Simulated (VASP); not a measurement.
# MgO (Fm-3m) in VASP: notebook

Runs on MgO. Level: r2SCAN. Tasks: single point.

Program: VASP 6.6.1. These are calculated values, not measurements. Logs are shortened: lines on timing, memory, paths and dates and some standing lists are left out, and cuts for length are marked.

### Step 1. The cell of the first run

It takes space group Fm-3m (No. 225, cubic). Conventional cell: a = 4.275 Å, b = 4.275 Å, c = 4.275 Å, α = 90.00°, β = 90.00°, γ = 90.00°. Mg (site symmetry m-3m) has 6 O at 2.14 Å within 2.8 Å. Within 2.8 Å of O (site symmetry m-3m) lie 6 Mg at 2.14 Å.

### Step 2. Single point, r2SCAN

Contents of POSCAR:

```
MgO
1.0
    0.0000000000      2.1377436300      2.1377436300
    2.1377436300      0.0000000000      2.1377436300
    2.1377436300      2.1377436300      0.0000000000
Mg O
1 1
Direct
    0.0000000000      0.0000000000      0.0000000000
    0.5000000000      0.5000000000      0.5000000000
```

Contents of INCAR.step1:

```
SYSTEM = MgO
PREC = Accurate ; ENCUT = 520
ISMEAR = -1 ; SIGMA = 0.0493
LREAL = .False. ; LASPH = .True.
NELM = 80 ; NBANDS = 11
GGA = PE ; ALGO = Normal
EDIFF = 1E-4 ; LWAVE = .True.
LCHARG = .False.
```

Contents of INCAR.step2:

```
SYSTEM = MgO
PREC = Accurate ; ENCUT = 520
EDIFF = 1E-6 ; ISMEAR = -1
SIGMA = 0.0493 ; LREAL = .False.
LASPH = .True. ; NELM = 80
ALGO = Normal ; ISIF = 2
LWAVE = .False. ; LCHARG = .False.
METAGGA = R2SCAN ; LMIXTAU = .True.
NBANDS = 11 ; ISTART = 1
```

Contents of KPOINTS:

```
regular mesh
0
Gamma
  10 10 10
  0 0 0
```

Potentials or basis: VASP PAW PBE potentials, release 64 (Mg, O).

Started as:

```sh
cat potpaw_PBE.64/Mg/POTCAR potpaw_PBE.64/O/POTCAR > POTCAR
cp INCAR.step1 INCAR
mpirun -np 1 vasp_std > vasp.out
cp INCAR.step2 INCAR
mpirun -np 1 vasp_std > vasp.out
```

OUTCAR:

```text
SYSTEM = MgO
   PREC = Accurate
   ENCUT = 520
   EDIFF = 1E-6
   ISMEAR = -1
   LREAL = .False.
   LASPH = .True.
   NELM = 80
   ISIF = 2
   METAGGA = R2SCAN
   ISTART = 1

 ion  position               nearest neighbor table
   1  0.000  0.000  0.000-   2 2.14   2 2.14   2 2.14   2 2.14   2 2.14   2 2.14
   2  0.500  0.500  0.500-   1 2.14   1 2.14   1 2.14   1 2.14   1 2.14   1 2.14

  LATTYP: Found a face centered cubic cell.
 ALAT       =     4.2754872600

  Lattice vectors:

 A1 = (   0.0000000000,   2.1377436300,   2.1377436300)
 A2 = (   2.1377436300,   0.0000000000,   2.1377436300)
 A3 = (   2.1377436300,   2.1377436300,   0.0000000000)

Analysis of symmetry for initial positions (statically):
=====================================================================
 Subroutine PRICEL returns:
 Original cell was already a primitive cell.

 Routine SETGRP: Setting up the symmetry group for a
 face centered cubic supercell.

 Subroutine GETGRP returns: Found 48 space group operations
 (whereof 48 operations were pure point group operations)
 out of a pool of 48 trial point group operations.

The static configuration has the point symmetry O_h .

Analysis of symmetry for dynamics (positions and initial velocities):
=====================================================================
 Subroutine PRICEL returns:
 Original cell was already a primitive cell.

 Routine SETGRP: Setting up the symmetry group for a
 face centered cubic supercell.

 Subroutine GETGRP returns: Found 48 space group operations
 (whereof 48 operations were pure point group operations)
 out of a pool of 48 trial point group operations.

The dynamic configuration has the point symmetry O_h .

 Subroutine INISYM returns: Found 48 space group operations
 (whereof 48 operations are pure point group operations),
 and found     1 'primitive' translations

----------------------------------------------------------------------------------------

                                     Primitive cell

  volume of cell :      19.5388

  direct lattice vectors                    reciprocal lattice vectors
     0.000000000  2.137743630  2.137743630    -0.233891470  0.233891470  0.233891470
     2.137743630  0.000000000  2.137743630     0.233891470 -0.233891470  0.233891470
     2.137743630  2.137743630  0.000000000     0.233891470  0.233891470 -0.233891470

  length of vectors
     3.023226034  3.023226034  3.023226034     0.405111909  0.405111909  0.405111909

  position of ions in fractional coordinates (direct lattice)
     0.000000000  0.000000000  0.000000000
     0.500000000  0.500000000  0.500000000

  ion indices of the primitive-cell ions
   primitive index   ion index
                 1           1
                 2           2

----------------------------------------------------------------------------------------

 KPOINTS: regular mesh

Automatic generation of k-mesh.
 Grid dimensions read from file:
 generate k-points for:   10   10   10

 Generating k-lattice:

  Cartesian coordinates                     Fractional coordinates (reciprocal lattice)
    -0.023389147  0.023389147  0.023389147     0.100000000  0.000000000  0.000000000
     0.023389147 -0.023389147  0.023389147     0.000000000  0.100000000  0.000000000
     0.023389147  0.023389147 -0.023389147     0.000000000  0.000000000  0.100000000

  Length of vectors
     0.040511191  0.040511191  0.040511191

  Shift w.r.t. Gamma in fractional coordinates (k-lattice)
     0.000000000  0.000000000  0.000000000

 Subroutine IBZKPT returns following result:
 ===========================================

 Found     47 irreducible k-points:

 Following reciprocal coordinates:
            Coordinates               Weight
  0.000000  0.000000  0.000000      1.000000
  0.100000  0.000000  0.000000      8.000000
  0.200000  0.000000  0.000000      8.000000
  0.300000  0.000000  0.000000      8.000000
  0.400000  0.000000  0.000000      8.000000
  0.500000  0.000000  0.000000      4.000000
[... 16 lines left out ...]
  0.300000  0.300000  0.000000      6.000000
  0.400000  0.300000  0.000000     24.000000
 [... further k-points ...]
   k-points           NKPTS =     47   k-points in BZ     NKDIM =     47   number of bands    NBANDS=     11
   number of dos      NEDOS =    301   number of ions     NIONS =      2
   total plane-waves  NPLWV =  13824
   dimension x,y,z NGX =    24 NGY =   24 NGZ =   24
   dimension x,y,z NGXF=    48 NGYF=   48 NGZF=   48
   ions per type =               1   1
   NGX,Y,Z   is equivalent  to a cutoff of  13.20, 13.20, 13.20 a.u.
   NGXF,Y,Z  is equivalent  to a cutoff of  26.39, 26.39, 26.39 a.u.
 SYSTEM =  MgO
   PREC   = accura    normal or accurate (medium, high low for compatibility)
   ISTART =      1    job   : 0-new  1-cont  2-samecut
   ICHARG =      0    charge: 1-file 2-atom 10-const
   ISPIN  =      1    spin polarized calculation?
   LNONCOLLINEAR =      F non collinear calculations
   LSORBIT =      F    spin-orbit coupling
   LASPH  =      T    aspherical Exc in radial PAW
   ENCUT  =  520.0 eV  38.22 Ry    6.18 a.u.   5.62  5.62  5.62*2*pi/ulx,y,z
   NELM   =     80;   NELMIN=  2; NELMDL=  0     # of ELM steps
   EDIFF  = 0.1E-05   stopping-criterion for ELM
   LREAL  =      F    real-space projection
   EDIFFG = 0.1E-04   stopping-criterion for IOM
   NSW    =      0    number of steps for IOM
   IBRION =     -1    ionic relax: 0-MD 1-quasi-New 2-CG
   NFREE  =      0    steps in history (QN), initial steepest desc. (CG)
   ISIF   =      2    stress and relaxation
   ISYM   =      2    0-nonsym 1-usesym 2-fastsym
   POTIM  = 0.5000    time-step for ionic-motion
   TEBEG  =    0.0;   TEEND  =   0.0 temperature during run
   PSTRESS=    0.0 pullay stress
   NELECT =       8.0000    total number of electrons
   NUPDOWN=      -1.0000    fix difference up-down
   EMIN   =  10.00;   EMAX   =-10.00  energy-range for DOS
   EFERMI =   0.00;   METHOD = LEGACY
   ISMEAR =    -1;   SIGMA  =   0.05  broadening in eV -4-tet -1-fermi 0-gaus
   EFERMI_NEDOS =   21; number of points for ismear=-14 and -15
   IALGO  =     38    algorithm
   IMIX   =      4    mixing-type and parameters
     AMIX     =   0.40;   BMIX     =  1.00
     AMIX_MAG =   1.60;   BMIX_MAG =  1.00
  volume/ion in A,a.u.               =       9.77        65.93
  Fermi-wavevector in a.u.,A,eV,Ry     =   1.215642  2.297231 20.106508  1.477787
  Thomas-Fermi vector in A             =   2.351023
   LORBIT       =      0    0 simple, 1 ext, 2 COOP (PROOUT), +10 PAW based schemes
   METAGGA = R2SCAN    functional components
   LHFCALC =     F    Hartree Fock is set to
   AEXX    =    0.0000 exact exchange contribution
   IVDW    =     0    specifies the selected vdW correction
   LEPSILON=     F    determine dielectric tensor
   LRPA    =     F    only Hartree local field effects (RPA)
 non-spin polarized calculation
  energy-cutoff  :      520.00
  volume of cell :       19.54
 maximum number of plane-waves:       544
   NGX = 11   NGY = 11   NGZ = 11

 number of electron       8.0000002 magnetization

 Free energy of the ion-electron system (eV)
  ---------------------------------------------------
  ext. energy  EPLUGINS =         0.00000000
  ---------------------------------------------------
  free energy    TOTEN  =       -16.13205559 eV

  energy without entropy =      -16.13205559  energy(sigma->0) =      -16.13205559

 E-fermi :   3.4245     XC(G=0): -11.3663

 val. band max:        2.4553476807   @ k =   0.0000   0.0000   0.0000
 cond. band min:       7.6181060559   @ k =   0.0000   0.0000   0.0000
 fundamental gap:      5.1627583752
 Fermi energy:         3.4244867177

 k-point     1 :       0.0000    0.0000    0.0000
  band No.  band energies     occupation
      1     -15.5228      2.00000
      2       2.4553      2.00000
      3       2.4553      2.00000
      4       2.4553      2.00000
      5       7.6181      0.00000
      6      19.0228      0.00000
      7      19.0228      0.00000
      8      19.0228      0.00000
      9      23.0416      0.00000
     10      24.7616      0.00000
     11      24.7616      0.00000

 k-point     2 :       0.1000    0.0000    0.0000
  band No.  band energies     occupation
      1     -15.4271      2.00000
      2       1.8384      2.00000
      3       2.3912      2.00000
      4       2.3912      2.00000
      5       8.2344      0.00000
      6      17.7920      0.00000
      7      19.2582      0.00000
      8      19.2582      0.00000
      9      23.9781      0.00000
     10      23.9781      0.00000
     11      24.6502      0.00000

 k-point     3 :       0.2000    0.0000    0.0000
  band No.  band energies     occupation
      1     -15.1651      2.00000
      2       0.5684      2.00000
      3       2.2282      2.00000
      4       2.2282      2.00000
      5       9.4501      0.00000
      6      16.2686      0.00000
      7      19.7166      0.00000
      8      19.7166      0.00000
      9      23.2679      0.00000
     10      23.2679      0.00000
     11      25.4425      0.00000

 k-point     4 :       0.3000    0.0000    0.0000
  band No.  band energies     occupation
      1     -14.8157      2.00000
      2      -0.7023      2.00000
      3       2.0361      2.00000
      4       2.0361      2.00000
      5      10.4549      0.00000
      6      15.5356      0.00000
      7      19.7784      0.00000
      8      19.7784      0.00000
      9      23.7554      0.00000
     10      23.7554      0.00000
     11      24.8406      0.00000

 k-point     5 :       0.4000    0.0000    0.0000
  band No.  band energies     occupation
      1     -14.5074      2.00000
      2      -1.6221      2.00000
      3       1.8872      2.00000
      4       1.8872      2.00000
      5      10.8841      0.00000
      6      15.5772      0.00000
      7      19.5281      0.00000
      8      19.5281      0.00000
      9      24.3165      0.00000
     10      25.0652      0.00000
     11      25.0652      0.00000
[... 211 lines left out ...]
 k-point    21 :      -0.3000    0.2000    0.0000
  band No.  band energies     occupation
      1     -14.4359      2.00000
      2      -1.0575      2.00000
      3       0.7353      2.00000
      4       1.8312      2.00000
      5      12.2799      0.00000
      6      15.1104      0.00000
      7      17.2880      0.00000
      8      20.4411      0.00000
      9      23.5069      0.00000
     10      24.3127      0.00000
     11      28.2711      0.00000

 k-point    22 :      -0.2000    0.2000    0.0000
  band No.  band energies     occupation
      1     -14.7115      2.00000
      2      -0.5143      2.00000
      3       1.1840      2.00000
      4       2.0340      2.00000
      5      11.3897      0.00000
      6      15.1246      0.00000
      7      18.2161      0.00000
      8      20.9092      0.00000
      9      21.7027      0.00000
     10      24.6425      0.00000
     11      28.0183      0.00000

 k-point    23 :       0.3000    0.3000    0.0000
  band No.  band energies     occupation
      1     -14.6335      2.00000
      2      -0.5676      2.00000
      3       1.5473      2.00000
      4       1.5473      2.00000
      5      11.8033      0.00000
      6      13.7253      0.00000
      7      17.5593      0.00000
      8      21.0902      0.00000
      9      21.0902      0.00000
     10      27.4201      0.00000
     11      30.4670      0.00000

 k-point    24 :       0.4000    0.3000    0.0000
  band No.  band energies     occupation
      1     -14.4155      2.00000
      2      -0.9748      2.00000
      3       1.2009      2.00000
      4       1.4037      2.00000
      5      12.5849      0.00000
      6      13.4318      0.00000
      7      16.7348      0.00000
      8      21.3210      0.00000
      9      21.5330      0.00000
     10      28.1690      0.00000
     11      30.0035      0.00000

 [... further k-points ...]
[... 5 lines left out ...]
  --------------------------------------------------------------------------------------
  -------------------------------------------------------------------------------------
  Total       -1.0579569     -1.0579569     -1.0579569      0.0000000     -0.0000000     -0.0000000
  in kB      -86.7524386    -86.7524386    -86.7524386      0.0000000     -0.0000000     -0.0000000
  external PRESSURE =     -86.7524386 kB  Pullay stress =       0.0000000 kB

 VOLUME and BASIS-vectors are now :
 -----------------------------------------------------------------------------
  energy-cutoff  :      520.00
  volume of cell :       19.54
      direct lattice vectors                 reciprocal lattice vectors
     0.000000000  2.137743630  2.137743630    -0.233891470  0.233891470  0.233891470
     2.137743630  0.000000000  2.137743630     0.233891470 -0.233891470  0.233891470
     2.137743630  2.137743630  0.000000000     0.233891470  0.233891470 -0.233891470

 POSITION                                       TOTAL-FORCE (eV/Angst)
 -----------------------------------------------------------------------------------
      0.00000      0.00000      0.00000         0.000000      0.000000      0.000000
      2.13774      2.13774      2.13774        -0.000000     -0.000000      0.000000
 -----------------------------------------------------------------------------------
    total drift:                               -0.000000     -0.000000      0.000000

  FREE ENERGIE OF THE ION-ELECTRON SYSTEM (eV)
  ---------------------------------------------------
  free  energy   TOTEN  =       -16.1320555946 eV

  energy  without entropy=      -16.1320555946  energy(sigma->0) =      -16.13205559
```

It took 28 s on 1 thread of Intel Xeon Platinum 8259CL at 2.50GHz (Skylake/Cascade Lake), shared host; peak memory 0.14 GiB.

Results:

- Free energy: -16.1321 eV
- Pressure: -8.7 GPa
- Band gap on the k mesh: 5.16 eV, direct

Caveat: the PAW data sets were made with another functional, which shifts forces and pressure a little. r2SCAN opens gaps a little over a GGA but as a rule still falls short of measured ones.

### Step 3. Single point, r2SCAN

POSCAR is that of step 2.

Contents of INCAR.step1:

```
SYSTEM = MgO
PREC = Accurate ; ENCUT = 660
ISMEAR = -1 ; SIGMA = 0.0493
LREAL = .False. ; LASPH = .True.
NELM = 120 ; NBANDS = 15
GGA = PE ; ALGO = Normal
EDIFF = 1E-5 ; LWAVE = .True.
LCHARG = .False. ; GGA_COMPAT = .False.
```

Contents of INCAR.step2:

```
SYSTEM = MgO
PREC = Accurate ; ENCUT = 660
EDIFF = 1E-6 ; ISMEAR = -1
SIGMA = 0.0493 ; LREAL = .False.
LASPH = .True. ; NELM = 120
ALGO = Normal ; ISIF = 2
LWAVE = .False. ; LCHARG = .False.
METAGGA = R2SCAN ; LMIXTAU = .True.
NBANDS = 15 ; ISTART = 1
GGA_COMPAT = .False.
```

KPOINTS is that of step 2.

Potentials or basis: VASP PAW PBE potentials, release 64 (Mg_sv, O).

Started as:

```sh
cat potpaw_PBE.64/Mg_sv/POTCAR potpaw_PBE.64/O/POTCAR > POTCAR
cp INCAR.step1 INCAR
mpirun -np 1 vasp_std > vasp.out
cp INCAR.step2 INCAR
mpirun -np 1 vasp_std > vasp.out
```

Wall time 64 s (1 thread of Intel Xeon Platinum 8375C at 2.90GHz (Ice Lake), shared host); peak memory 0.17 GiB.

Results (log left out):

```
Free energy            : -16.1559 eV
Pressure               : -7.7 GPa
Band gap on the k mesh : 5.22 eV, direct
```

Levels at points of the mesh, in eV from the valence-band top:
```tsv
k point	band 6	band 7	band 8	band 9	band 10	band 11
(0.00, 0.00, 0.00)	0.00	0.00	0.00	5.22	16.59	16.59
(0.50, 0.00, 0.00)	-4.40	-0.63	-0.63	8.53	13.32	17.04
(0.50, 0.50, 0.00)	-3.89	-1.30	-1.30	9.97	10.69	13.82
```

Caveat: the PAW data sets were made with another functional, which shifts forces and pressure a little. r2SCAN opens gaps a little over a GGA but as a rule still falls short of measured ones.
